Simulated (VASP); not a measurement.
# TaSi2 (P6_222) in VASP: a series of runs

The runs below take TaSi2 through single point, with PBEsol+U, HSE06, r2SCAN+U.

Program: VASP 6.6.1. These are calculated values, not measurements. Logs are shortened: lines on timing, memory, paths and dates and some standing lists are left out, and cuts for length are marked.

**1. The cell of the first run**

It takes space group P6_222 (No. 180, hexagonal). Conventional cell: a = 4.780 Å, b = 4.780 Å, c = 6.564 Å, α = 90.00°, β = 90.00°, γ = 120.00°. Within 3.4 Å of Ta (site symmetry 222) lie 10 Si at 2.59 to 2.76 Å and 4 Ta at 3.24 Å. Si (site symmetry 2) has 9 Si at 2.59 to 3.24 Å and 5 Ta at 2.59 to 2.76 Å within 3.4 Å.

**2. Single point, PBEsol+U**

File INCAR:

```
SYSTEM = TaSi2
PREC     = Accurate       ! precision mode
ENCUT    = 520            ! plane-wave cutoff, eV
EDIFF    = 1E-7           ! SCF threshold, eV
ISMEAR   = -1             ! smearing method
SIGMA    = 0.05           ! smearing width, eV
LREAL    = .False.        ! projectors in reciprocal space
LASPH    = .True.         ! aspherical terms in the spheres
NELM     = 150            ! most SCF steps
ALGO     = Normal         ! electronic algorithm
ISIF     = 2              ! what is computed and relaxed
LWAVE    = .False.        ! write WAVECAR
LCHARG   = .True.         ! write CHGCAR
LMAXMIX  = 4              ! l up to which the mixer works
LDAU     = .True.         ! DFT+U
LDAUTYPE = 2            
LDAUL    = 2 -1           ! shell
LDAUU    = 2 0            ! U, eV
LDAUJ    = 0 0          
LDAUPRINT= 1            
GGA      = PS             ! functional
LELF     = .True.         ! ELF
LVHAR    = .True.       
NBANDS   = 38             ! bands
```

File KPOINTS:

```
regular mesh
0
Gamma
  7 7 4
  0 0 0
```

File POSCAR:

```
TaSi2
1.0
    4.7800000000      0.0000000000      0.0000000000
   -2.3900000000      4.1396014301      0.0000000000
    0.0000000000      0.0000000000      6.5640000000
Ta Si
3 6
Direct
    0.0000000000      0.5000000000      0.1666666667
    0.5000000000      0.5000000000      0.8333333333
    0.5000000000      0.0000000000      0.5000000000
    0.3333000000      0.1666500000      0.1666666667
    0.1666500000      0.8333500000      0.8333333333
    0.8333500000      0.6667000000      0.5000000000
    0.6667000000      0.8333500000      0.1666666667
    0.8333500000      0.1666500000      0.8333333333
    0.1666500000      0.3333000000      0.5000000000
```

Potentials or basis: VASP PAW PBE potentials, release 64 (Ta_pv, Si).

Started as:

```sh
$ cat potpaw_PBE.64/Ta_pv/POTCAR potpaw_PBE.64/Si/POTCAR > POTCAR
$ mpirun -np 1 vasp_std > vasp.out
```

OUTCAR:

```text
SYSTEM = TaSi2
   PREC = Accurate
   ENCUT = 520
   EDIFF = 1E-7
   ISMEAR = -1
   LREAL = .False.
   LASPH = .True.
   NELM = 150
   ISIF = 2
   GGA = PS

 ion  position               nearest neighbor table
   1  0.000  0.500  0.167-   6 2.59   9 2.59   8 2.59   5 2.59   4 2.76   7 2.76   4 2.76   7 2.76
                             7 2.76   4 2.76   3 3.24   3 3.24   2 3.24   2 3.24
   2  0.500  0.500  0.833-   6 2.59   9 2.59   7 2.59   4 2.59   5 2.76   8 2.76   5 2.76   8 2.76
                             8 2.76   5 2.76   3 3.24   3 3.24   1 3.24   1 3.24
   3  0.500  0.000  0.500-   4 2.59   7 2.59   5 2.59   8 2.59   9 2.76   6 2.76   9 2.76   6 2.76
                             9 2.76   6 2.76   2 3.24   1 3.24   2 3.24   1 3.24
   4  0.333  0.167  0.167-   9 2.59   5 2.59   3 2.59   2 2.59   7 2.76   1 2.76   1 2.76   1 2.76
                             7 2.76   7 2.76
   5  0.167  0.833  0.833-   6 2.59   4 2.59   3 2.59   1 2.59   8 2.76   2 2.76   2 2.76   2 2.76
                             8 2.76   8 2.76
   6  0.833  0.667  0.500-   5 2.59   7 2.59   1 2.59   2 2.59   9 2.76   3 2.76   3 2.76   3 2.76
                             9 2.76   9 2.76
   7  0.667  0.833  0.167-   6 2.59   8 2.59   3 2.59   2 2.59   4 2.76   1 2.76   1 2.76   1 2.76
                             4 2.76   4 2.76
   8  0.833  0.167  0.833-   9 2.59   7 2.59   3 2.59   1 2.59   5 2.76   2 2.76   2 2.76   2 2.76
                             5 2.76   5 2.76
   9  0.167  0.333  0.500-   8 2.59   4 2.59   1 2.59   2 2.59   6 2.76   3 2.76   3 2.76   3 2.76
                             6 2.76   6 2.76

  LATTYP: Found a hexagonal cell.
 ALAT       =     4.7800000000
 C/A-ratio  =     1.3732217573

  Lattice vectors:

 A1 = (   4.7800000000,   0.0000000000,   0.0000000000)
 A2 = (  -2.3900000000,   4.1396014301,   0.0000000000)
 A3 = (   0.0000000000,   0.0000000000,   6.5640000000)

Analysis of symmetry for initial positions (statically):
=====================================================================
 Subroutine PRICEL returns:
 Original cell was already a primitive cell.

 Routine SETGRP: Setting up the symmetry group for a
 hexagonal supercell.

 Subroutine GETGRP returns: Found 12 space group operations
 (whereof  4 operations were pure point group operations)
 out of a pool of 24 trial point group operations.

The static configuration has the point symmetry D_2 .
 The point group associated with its full space group is D_6 .

Analysis of symmetry for dynamics (positions and initial velocities):
=====================================================================
 Subroutine PRICEL returns:
 Original cell was already a primitive cell.

 Routine SETGRP: Setting up the symmetry group for a
 hexagonal supercell.

 Subroutine GETGRP returns: Found 12 space group operations
 (whereof  4 operations were pure point group operations)
 out of a pool of 24 trial point group operations.

The dynamic configuration has the point symmetry D_2 .
 The point group associated with its full space group is D_6 .

 Subroutine INISYM returns: Found 12 space group operations
 (whereof  4 operations are pure point group operations),
 and found     1 'primitive' translations

----------------------------------------------------------------------------------------

                                     Primitive cell

  volume of cell :     129.8838

  direct lattice vectors                    reciprocal lattice vectors
     4.780000000  0.000000000  0.000000000     0.209205021  0.120784575  0.000000000
    -2.390000000  4.139601430  0.000000000     0.000000000  0.241569150  0.000000000
     0.000000000  0.000000000  6.564000000     0.000000000  0.000000000  0.152346130

  length of vectors
     4.780000000  4.780000000  6.564000000     0.241569150  0.241569150  0.152346130

  position of ions in fractional coordinates (direct lattice)
     0.000000000  0.500000000  0.166666667
     0.500000000  0.500000000  0.833333333
     0.500000000  0.000000000  0.500000000
     0.333300000  0.166650000  0.166666667
     0.166650000  0.833350000  0.833333333
     0.833350000  0.666700000  0.500000000
     0.666700000  0.833350000  0.166666667
     0.833350000  0.166650000  0.833333333
     0.166650000  0.333300000  0.500000000

  ion indices of the primitive-cell ions
   primitive index   ion index
                 1           1
                 2           2
                 3           3
                 4           4
[... 31 lines left out ...]

 Following reciprocal coordinates:
            Coordinates               Weight
  0.000000  0.000000  0.000000      1.000000
  0.142857 -0.000000  0.000000      6.000000
  0.285714  0.000000  0.000000      6.000000
  0.428571 -0.000000  0.000000      6.000000
  0.142857  0.142857  0.000000      6.000000
  0.285714  0.142857  0.000000     12.000000
[... 16 lines left out ...]
  0.428571  0.142857  0.500000      6.000000
  0.285714  0.285714  0.500000      6.000000
   k-points           NKPTS =     24   k-points in BZ     NKDIM =     24   number of bands    NBANDS=     38
   number of dos      NEDOS =    301   number of ions     NIONS =      9
   total plane-waves  NPLWV =  64800
   dimension x,y,z NGX =    36 NGY =   36 NGZ =   50
   dimension x,y,z NGXF=    72 NGYF=   72 NGZF=  100
   ions per type =               3   6
   NGX,Y,Z   is equivalent  to a cutoff of  12.52, 12.52, 12.66 a.u.
   NGXF,Y,Z  is equivalent  to a cutoff of  25.04, 25.04, 25.33 a.u.
 SYSTEM =  TaSi2
   PREC   = accura    normal or accurate (medium, high low for compatibility)
   ISTART =      0    job   : 0-new  1-cont  2-samecut
   ICHARG =      2    charge: 1-file 2-atom 10-const
   ISPIN  =      1    spin polarized calculation?
   LNONCOLLINEAR =      F non collinear calculations
   LSORBIT =      F    spin-orbit coupling
   LASPH  =      T    aspherical Exc in radial PAW
   ENCUT  =  520.0 eV  38.22 Ry    6.18 a.u.   8.89  8.89 12.20*2*pi/ulx,y,z
   NELM   =    150;   NELMIN=  2; NELMDL= -5     # of ELM steps
   EDIFF  = 0.1E-06   stopping-criterion for ELM
   LREAL  =      F    real-space projection
   EDIFFG = 0.1E-05   stopping-criterion for IOM
   NSW    =      0    number of steps for IOM
   IBRION =     -1    ionic relax: 0-MD 1-quasi-New 2-CG
   NFREE  =      0    steps in history (QN), initial steepest desc. (CG)
   ISIF   =      2    stress and relaxation
   ISYM   =      2    0-nonsym 1-usesym 2-fastsym
   POTIM  = 0.5000    time-step for ionic-motion
   TEBEG  =    0.0;   TEEND  =   0.0 temperature during run
   PSTRESS=    0.0 pullay stress
   NELECT =      57.0000    total number of electrons
   NUPDOWN=      -1.0000    fix difference up-down
   EMIN   =  10.00;   EMAX   =-10.00  energy-range for DOS
   EFERMI =   0.00;   METHOD = LEGACY
   ISMEAR =    -1;   SIGMA  =   0.05  broadening in eV -4-tet -1-fermi 0-gaus
   EFERMI_NEDOS =   21; number of points for ismear=-14 and -15
   IALGO  =     38    algorithm
   IMIX   =      4    mixing-type and parameters
     AMIX     =   0.40;   BMIX     =  1.00
     AMIX_MAG =   1.60;   BMIX_MAG =  1.00
  volume/ion in A,a.u.               =      14.43        97.39
  Fermi-wavevector in a.u.,A,eV,Ry     =   1.244079  2.350969 21.058195  1.547734
  Thomas-Fermi vector in A             =   2.378362
   LORBIT       =      0    0 simple, 1 ext, 2 COOP (PROOUT), +10 PAW based schemes
 LDA+U is selected, type is set to LDAUTYPE =  2
   angular momentum for each species LDAUL =     2   -1
   U (eV)           for each species LDAUU =   2.0  0.0
   J (eV)           for each species LDAUJ =   0.0  0.0
   GGA     = PS    functional components
   LHFCALC =     F    Hartree Fock is set to
   AEXX    =    0.0000 exact exchange contribution
   IVDW    =     0    specifies the selected vdW correction
   LEPSILON=     F    determine dielectric tensor
   LRPA    =     F    only Hartree local field effects (RPA)
 non-spin polarized calculation
  energy-cutoff  :      520.00
  volume of cell :      129.88
 maximum number of plane-waves:      3523
 NGX is ok and might be reduce to    36
   NGX = 17   NGY = 17   NGZ = 25

atom =   1  type =  1  l = 2

 onsite density matrix

spin component  1
[... 83 lines left out ...]
  o =  0.2409  v =  0.0000 -1.0000 -0.0000 -0.0000 -0.0000  0.0000  0.0000  0.0000  0.0000  0.0000      0.0000  0.0000  0.0000  0.0000  0.0000  0.0000  0.0000  0.0000  0.0000  0.0000
  o =  0.2409  v =  0.0000  0.0000  0.0000  0.0000  0.0000  0.0000 -1.0000 -0.0000 -0.0000 -0.0000      0.0000  0.0000  0.0000  0.0000  0.0000  0.0000  0.0000  0.0000  0.0000  0.0000
  o =  0.2411  v =  0.0000 -0.0000  0.9911  0.0000  0.1330  0.0000  0.0000  0.0000  0.0000  0.0000      0.0000  0.0000  0.0000  0.0000  0.0000  0.0000  0.0000  0.0000  0.0000  0.0000
  o =  0.2411  v =  0.0000  0.0000  0.0000  0.0000  0.0000  0.0000 -0.0000  0.9911  0.0000  0.1330      0.0000  0.0000  0.0000  0.0000  0.0000  0.0000  0.0000  0.0000  0.0000  0.0000
  o =  0.2449  v =  1.0000  0.0000  0.0000  0.0000  0.0000  0.0000  0.0000  0.0000  0.0000  0.0000      0.0000  0.0000  0.0000  0.0000  0.0000  0.0000  0.0000  0.0000  0.0000  0.0000
  o =  0.2449  v =  0.0000  0.0000  0.0000  0.0000  0.0000  1.0000  0.0000  0.0000  0.0000  0.0000      0.0000  0.0000  0.0000  0.0000  0.0000  0.0000  0.0000  0.0000  0.0000  0.0000
  o =  0.2482  v =  0.0000  0.0000  0.0000  0.0000  0.0000  0.0000  0.0000 -0.1330  0.0000  0.9911      0.0000  0.0000  0.0000  0.0000  0.0000  0.0000  0.0000  0.0000  0.0000  0.0000
  o =  0.2482  v =  0.0000  0.0000 -0.1330  0.0000  0.9911  0.0000  0.0000  0.0000  0.0000  0.0000      0.0000  0.0000  0.0000  0.0000  0.0000  0.0000  0.0000  0.0000  0.0000  0.0000
  o =  0.2853  v =  0.0000  0.0000  0.0000  0.0000  0.0000  0.0000  0.0000 -0.0000 -1.0000 -0.0000      0.0000  0.0000  0.0000  0.0000  0.0000  0.0000  0.0000  0.0000  0.0000  0.0000
  o =  0.2853  v =  0.0000  0.0000 -0.0000 -1.0000 -0.0000  0.0000  0.0000  0.0000  0.0000  0.0000      0.0000  0.0000  0.0000  0.0000  0.0000  0.0000  0.0000  0.0000  0.0000  0.0000

 number of electron      57.0000001 magnetization

 Free energy of the ion-electron system (eV)
  ---------------------------------------------------
  ext. energy  EPLUGINS =         0.00000000
  ---------------------------------------------------
  free energy    TOTEN  =       -71.51853535 eV

  energy without entropy =      -71.48539530  energy(sigma->0) =      -71.50196533

 E-fermi :   9.4411     XC(G=0): -12.1681

 val. band max:        9.3689288258   @ k =   0.4286  -0.0000   0.0000
 cond. band min:       9.4506599406   @ k =   0.2857   0.2857   0.2500
 fundamental gap:      0.0817311148
 Fermi energy:         9.4411326490

 k-point     1 :       0.0000    0.0000    0.0000
  band No.  band energies     occupation
      1     -25.3247      2.00000
      2     -25.3187      2.00000
      3     -25.3187      2.00000
      4     -25.2167      2.00000
      5     -25.2167      2.00000
      6     -25.1550      2.00000
[... 973 lines left out ...]
     37      12.9047      0.00000
     38      13.1945      0.00000

------------------------ aborting loop because EDIFF is reached ----------------------------------------

  FORCE on cell =-STRESS in cart. coord.  units (eV):
  Direction    XX          YY          ZZ          XY          YZ          ZX
  --------------------------------------------------------------------------------------
  -------------------------------------------------------------------------------------
  Total        0.6656554      0.6656554      3.1341733      0.0000000     -0.0000000      0.0000000
  in kB        8.2111698      8.2111698     38.6614903      0.0000000     -0.0000000      0.0000000
  external PRESSURE =      18.3612767 kB  Pullay stress =       0.0000000 kB

 VOLUME and BASIS-vectors are now :
 -----------------------------------------------------------------------------
  energy-cutoff  :      520.00
  volume of cell :      129.88
      direct lattice vectors                 reciprocal lattice vectors
     4.780000000  0.000000000  0.000000000     0.209205021  0.120784575  0.000000000
    -2.390000000  4.139601430  0.000000000     0.000000000  0.241569150  0.000000000
     0.000000000  0.000000000  6.564000000     0.000000000  0.000000000  0.152346130

 POSITION                                       TOTAL-FORCE (eV/Angst)
 -----------------------------------------------------------------------------------
     -1.19500      2.06980      1.09400        -0.000000     -0.000000      0.000000
      1.19500      2.06980      5.47000        -0.000000      0.000000     -0.000000
      2.39000      0.00000      3.28200        -0.000000      0.000000      0.000000
      1.19488      0.68986      1.09400        -0.700337     -0.404340     -0.000000
     -1.19512      3.44974      5.47000        -0.700337      0.404340     -0.000000
      2.39000      2.75987      3.28200         0.000000      0.808679      0.000000
      1.19512      3.44974      1.09400         0.700337      0.404340     -0.000000
      3.58512      0.68986      5.47000         0.700337     -0.404340     -0.000000
     -0.00000      1.37973      3.28200        -0.000000     -0.808679      0.000000
 -----------------------------------------------------------------------------------
    total drift:                                0.000000      0.000000      0.000000

  FREE ENERGIE OF THE ION-ELECTRON SYSTEM (eV)
  ---------------------------------------------------
  free  energy   TOTEN  =       -71.5185353538 eV

  energy  without entropy=      -71.4853953025  energy(sigma->0) =      -71.50196533
```

Wall time 2.4 min (1 thread of Intel Xeon 8259CL, shared host); peak memory 0.29 GiB.

Results:

```yaml
Free_energy: -71.5185 eV
Pressure: 1.8 GPa
Largest_force: 0.809 eV/Å
Band_gap_on_the_k_mesh: zero (an odd number of electrons rules out a gap without spin polarisation)
```

Forces in eV/Å, atoms in the order of the input:
```
Ta   0.000  0.000  0.000
Ta   0.000  0.000  0.000
Ta   0.000  0.000  0.000
Si  -0.700 -0.404  0.000
Si  -0.700  0.404  0.000
Si   0.000  0.809  0.000
Si   0.700  0.404  0.000
Si   0.700 -0.404  0.000
Si   0.000 -0.809  0.000
```

Levels at points of the mesh, in eV from the Fermi level:
| k point | band 25 | band 26 | band 27 | band 28 | band 29 | band 30 | band 31 | band 32 | band 33 | band 34 |
| --- | --- | --- | --- | --- | --- | --- | --- | --- | --- | --- |
| (0.00, 0.00, 0.00) | -2.55 | -2.34 | -2.34 | -2.30 | -1.92 | 0.53 | 3.02 | 3.02 | 3.41 | 3.45 |
| (0.00, 0.00, 0.50) | -2.41 | -2.14 | -2.14 | -1.81 | 1.07 | 1.07 | 2.74 | 2.74 | 3.00 | 3.10 |

Eigenvalues of the final occupation matrices:
```
    site  spin  trace               eigenvalues
site 1 d     1   1.26  0.24 0.24 0.24 0.25 0.29
site 1 d     2   1.26  0.24 0.24 0.24 0.25 0.29
site 2 d     1   1.26  0.24 0.24 0.24 0.25 0.29
site 2 d     2   1.26  0.24 0.24 0.24 0.25 0.29
site 3 d     1   1.26  0.24 0.24 0.24 0.25 0.29
site 3 d     2   1.26  0.24 0.24 0.24 0.25 0.29
```

Caveat: the PAW data sets were made with another functional, which shifts forces and pressure a little; spin-orbit coupling is left out, which moves the levels of the heavy elements; an odd number of electrons without spin polarisation forces a metal; a magnetic or distorted state may lie lower; U without spin polarisation on a metal has little footing; the U is typed as a test and isn't derived for this compound.

**3. Single point, HSE06**

POSCAR is that of step 2.

File INCAR.step1:

```
SYSTEM = TaSi2
  PREC = Accurate
  ENCUT = 520
  EDIFF = 1E-5
  ISMEAR = -1
  SIGMA = 0.05
  LREAL = .False.
  LASPH = .True.
  NELM = 60
  ALGO = Normal
  ISIF = 2
  LWAVE = .True.
  LCHARG = .False.
  GGA = PE
  NBANDS = 38
  KPAR = 4
```

File INCAR.step2:

```
SYSTEM = TaSi2
  PREC = Accurate
  ENCUT = 520
  EDIFF = 1E-7
  ISMEAR = -1
  SIGMA = 0.05
  LREAL = .False.
  LASPH = .True.
  NELM = 60
  ALGO = Normal
  ISIF = 2
  LWAVE = .False.
  LCHARG = .False.
  GGA = PE
  LHFCALC = .True.
  HFSCREEN = 0.2079
  PRECFOCK = Fast
  ISTART = 1
  NBANDS = 38
  KPAR = 4
```

File KPOINTS:

```
regular mesh
0
Gamma
  4 4 4
  0 0 0
```

Potentials or basis: VASP PAW PBE potentials, release 64 (Ta_pv, Si).

Started as:

```sh
$ cat potpaw_PBE.64/Ta_pv/POTCAR potpaw_PBE.64/Si/POTCAR > POTCAR
$ cp INCAR.step1 INCAR
$ mpirun -np 4 vasp_std > vasp.out
$ cp INCAR.step2 INCAR
$ mpirun -np 4 vasp_std > vasp.out
```

It took 22 min on 4 MPI ranks of Intel Xeon Platinum 8559C (Emerald Rapids), shared host; peak memory 0.38 GiB.

It converged, with:

- Free energy: -82.8277 eV
- Pressure: -1.0 GPa
- Largest force: 0.959 eV/Å
- Band gap on the k mesh: zero (an odd number of electrons rules out a gap without spin polarisation)

Forces in eV/Å, atoms in the order of the input:
```
Ta   0.000  0.000  0.000
Ta   0.000  0.000  0.000
Ta   0.000  0.000  0.000
Si  -0.831 -0.480  0.000
Si  -0.831  0.480  0.000
Si   0.000  0.959  0.000
Si   0.831  0.480  0.000
Si   0.831 -0.480  0.000
Si   0.000 -0.959  0.000
```

Stress tensor (GPa, compression positive):
```
-1.67  0.00  0.00
 0.00 -1.67  0.00
 0.00  0.00  0.37
```

Levels at points of the mesh, in eV from the Fermi level:
| k point | band 24 | band 25 | band 26 | band 27 | band 28 | band 29 | band 30 | band 31 | band 32 | band 33 |
| --- | --- | --- | --- | --- | --- | --- | --- | --- | --- | --- |
| (0.00, 0.00, 0.00) | -2.97 | -2.97 | -2.83 | -2.83 | -2.80 | -2.37 | 0.81 | 3.58 | 3.58 | 3.88 |
| (0.50, 0.00, 0.00) | -2.57 | -2.44 | -1.41 | -0.93 | -0.09 | 0.01 | 0.94 | 1.34 | 1.86 | 2.31 |
| (0.00, 0.00, 0.50) | -3.00 | -2.85 | -2.63 | -2.63 | -2.23 | 1.24 | 1.24 | 3.11 | 3.11 | 3.48 |
| (0.50, 0.00, 0.50) | -2.52 | -2.48 | -2.31 | -2.02 | -0.95 | -0.32 | 1.78 | 2.22 | 2.84 | 2.86 |

Caveat: the k points lie up to 0.38 Å⁻¹ apart, too coarse for converged energies and pressures of a metal; the PAW data sets were made with another functional, which shifts forces and pressure a little; spin-orbit coupling is left out, which moves the levels of the heavy elements; an odd number of electrons without spin polarisation forces a metal; a magnetic or distorted state may lie lower.

(Continued in part 2 of 2.)

The gap in the log of VASP goes by the Fermi energy; the results here count the filled bands.